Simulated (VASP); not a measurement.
Write the native input for VASP 6.6.1 that does the following.

```
Task                   : single point
Functional             : revPBE
Potentials or basis    : VASP PAW PBE potentials, release 64 (P)
Cutoff                 : 680 eV
k mesh                 : 14 × 14 × 10
Occupations            : gaussian, width 0.03 eV
Spin                   : no spin polarisation
Tolerance level        : tight
Purpose                : forces
Further INCAR settings : ADDGRID = False; ALGO = Normal; EDIFF = 1e-08; NBANDS = 34
```

The structure of P lies in POSCAR:

```
P
1.0
    1.6477431241     -5.4650377251      0.0000000000
    1.6477431241      5.4650377251      0.0000000000
    0.0000000000      0.0000000000      4.4981992341
P
4
Direct
    0.9041431300      0.0958568700      0.5888151700
    0.0958568700      0.9041431300      0.4111848300
    0.5958568700      0.4041431300      0.0888151700
    0.4041431300      0.5958568700      0.9199883500
```

This cell differs from its parent crystal: last atom moved by 0.04 Å along z, cell strained by -1.0% along z.

One way to write it, as run:

INCAR

```
SYSTEM = P
ADDGRID  = .False.      
ALGO     = Normal         ! electronic algorithm
EDIFF    = 1E-8           ! SCF threshold, eV
EFERMI   = MIDGAP       
ENCUT    = 680            ! plane-wave cutoff, eV
GGA      = RE             ! functional
GGA_COMPAT= .False.      
ISIF     = 2              ! what is computed and relaxed
ISMEAR   = 0              ! smearing method
KPAR     = 2            
LASPH    = .True.         ! aspherical terms in the spheres
LCHARG   = .False.        ! write CHGCAR
LREAL    = .False.        ! projectors in reciprocal space
LWAVE    = .False.        ! write WAVECAR
NBANDS   = 34             ! bands
NELM     = 120            ! most SCF steps
PREC     = Accurate       ! precision mode
SIGMA    = 0.03           ! smearing width, eV
```

KPOINTS

```
Automatic mesh
0
Gamma
  14 14 10
  0 0 0
```

Potentials or basis: VASP PAW PBE potentials, release 64 (P).

The run is started by

```sh
$ cat potpaw_PBE.64/P/POTCAR > POTCAR
$ mpirun -np 2 vasp_std > vasp.out
```

It gave:

The pressure is 3.2 GPa. The largest force is 0.524 eV/Å. The band gap on the k mesh is 0.12 eV.

Caveat: the cell differs from its parent crystal (last atom moved by 0.04 Å along z, cell strained by -1.0% along z); the cell stands under pressure; the PAW data sets were made with another functional, which shifts forces and pressure a little.

Run time: 18 min on 2 MPI ranks on AMD EPYC 9R45 96-Core Processor (Zen 5) (shared host), peak memory 1.3 GiB a rank.
